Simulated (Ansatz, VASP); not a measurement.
## One calculation of Ga4SbP3, two programs

The input INCAR:

```
SYSTEM = Ga4SbP3
PREC     = Accurate       ! precision mode
ENCUT    = 520            ! plane-wave cutoff, eV
EDIFF    = 1E-6           ! SCF threshold, eV
ISMEAR   = -1             ! smearing method
SIGMA    = 0.02           ! smearing width, eV
LREAL    = .FALSE.        ! projectors in reciprocal space
LASPH    = .TRUE.         ! aspherical terms in the spheres
NELM     = 80             ! most SCF steps
ALGO     = Normal         ! electronic algorithm
ISIF     = 2              ! what is computed and relaxed
LWAVE    = .FALSE.        ! write WAVECAR
LCHARG   = .FALSE.        ! write CHGCAR
GGA      = PE             ! functional
NBANDS   = 46             ! bands
```

The input KPOINTS:

```
regular mesh
0
G
  6 4 4
  0 0 0
```

The input POSCAR:

```
Ga4SbP3
1.0
    3.9730057224      0.0000000000      0.0000000000
    0.0000000000      7.9537704257      0.0000000000
    0.0000000000      0.0000000000      5.6101828148
P Ga Sb
3 4 1
Direct
    0.0000000000      0.2384838180      0.0004492307
    0.5000000000      0.0000000000      0.5010812480
    0.0000000000      0.7615161820      0.0004492307
    0.5000000000      0.2304636185      0.7629870715
    0.0000000000      0.0000000000      0.2622631944
    0.5000000000      0.7695363815      0.7629870715
    0.0000000000      0.5000000000      0.2097062887
    0.5000000000      0.5000000000      0.5000766644
```

Input for Ansatz:

```yaml
crystal:
  lattice:
    - [3.9730057224, 0.0, 0.0]
    - [0.0, 7.9537704257, 0.0]
    - [0.0, 0.0, 5.6101828148]
  atoms:
    - { symbol: P, position: [0.0, 0.238483818, 0.0004492307] }
    - { symbol: Ga, position: [0.5, 0.2304636185, 0.7629870715] }
    - { symbol: P, position: [0.5, 0.0, 0.501081248] }
    - { symbol: Ga, position: [0.0, 0.0, 0.2622631944] }
    - { symbol: P, position: [0.0, 0.761516182, 0.0004492307] }
    - { symbol: Ga, position: [0.5, 0.7695363815, 0.7629870715] }
    - { symbol: Sb, position: [0.5, 0.5, 0.5000766644] }
    - { symbol: Ga, position: [0.0, 0.5, 0.2097062887] }
kpoints:
  mp_grid: { grid: [6, 4, 4] }
  band_path:
    path:
      - [[0.0, 0.0, 0.0], [0.5, 2.394792232651e-18, 1.476462640844e-33], [0.5, 0.5, 1.464372396527e-33], [-4.798314549392e-35, 0.5, -1.209024431789e-35], [0.0, 0.0, 0.0], [-9.089486989468e-50, -5.554120254455e-51, 0.5], [0.5, 2.394792232651e-18, 0.5], [0.5, 0.5, 0.5], [-4.551864865351e-35, 0.5, 0.5], [-9.089486989468e-50, -5.554120254455e-51, 0.5]]
      - [[0.5, 2.394792232651e-18, 1.476462640844e-33], [0.5, 2.394792232651e-18, 0.5]]
      - [[-4.798314549392e-35, 0.5, -1.209024431789e-35], [-4.551864865351e-35, 0.5, 0.5]]
      - [[0.5, 0.5, 1.464372396527e-33], [0.5, 0.5, 0.5]]
    npoints: 10
hamiltonian:
  xc: pbe
scf:
  occupations: { method: fermi_dirac, width: 0.02 }
  n_extra_bands: 6
output:
  forces: true
  stress: true
  eigenvalues: true
  write_density: true
  write_potential: true
  elf: true
  volumetric_format: npy
```

Alike in both runs: task single point; functional PBE; k mesh 6 × 4 × 4; occupations fermi-dirac, width 0.02 eV; no spin polarisation.

|  | VASP | Ansatz |
| --- | --- | --- |
| version | VASP 6.6.1 | Ansatz 0.2.0 |
| potentials or method | VASP PAW PBE potentials, release 64 (P, Ga_d, Sb) | plane waves, PAW |
| plane-wave cutoff (eV) | 520 | 420 |
| valence electrons in the cell | 72 | 82 |

```tsv
	VASP	Ansatz	Ansatz less VASP
pressure (GPa)	2.3	2.3	-0.03
rms of the force components (eV/Å)	0.025	0.023	-0.0024
```

The functional is the same, so the differences come from potentials, cutoffs and numerics. VASP's potentials hold 72 valence electrons a cell and Ansatz's 82, so a difference there can come from the potentials and not from the codes.

Neither program's run includes spin-orbit coupling.
